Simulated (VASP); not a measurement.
Input of a VASP 6.6.1 run:

POSCAR

```
Hf
1.0
    0.0000000000      2.2635404658      2.2635404658
    2.2635404658      0.0000000000      2.2635404658
    2.2635404658      2.2635404658      0.0000000000
Hf
1
Direct
    0.0000000000      0.0000000000      0.0000000000
```

The input INCAR.step1:

```
  PREC = Accurate
  ENCUT = 520
  EDIFF = 1E-5
  ISMEAR = -1
  SIGMA = 0.05
  LREAL = False
  LASPH = True
  NELM = 100
  ALGO = Normal
  ISIF = 2
  LWAVE = True
  LCHARG = False
  NBANDS = 11
  GGA = PE
```

INCAR.step2

```
  PREC = Accurate
  ENCUT = 520
  EDIFF = 1E-6
  ISMEAR = -1
  SIGMA = 0.05
  LREAL = False
  LASPH = True
  NELM = 100
  ALGO = Normal
  ISIF = 2
  LWAVE = False
  LCHARG = False
  GGA = PE
  LHFCALC = True
  HFSCREEN = 0.2079
  PRECFOCK = Normal
  NBANDS = 11
  ISTART = 1
```

File KPOINTS:

```
Automatic mesh
0
Gamma
  6 6 6
```

Potentials or basis: VASP PAW PBE potentials, release 64 (Hf_pv).

Command:

```console
$ cat potpaw_PBE.64/Hf_pv/POTCAR > POTCAR
$ cp INCAR.step1 INCAR
$ mpirun -np 1 vasp_std > vasp.out
$ cp INCAR.step2 INCAR
$ mpirun -np 1 vasp_std > vasp.out
```

**Question.** What does it give for the pressure?

**Answer.** -3.2 GPa.

**Question.** Predict the band gap on the k mesh.

**Answer.** Zero (bands 5 and 6 overlap by 1.94 eV).

Caveat: the k points lie up to 0.40 Å⁻¹ apart, too coarse for converged energies and pressures of a metal; the PAW data sets were made with another functional, which shifts forces and pressure a little; spin-orbit coupling is left out, which moves the levels of the heavy elements.
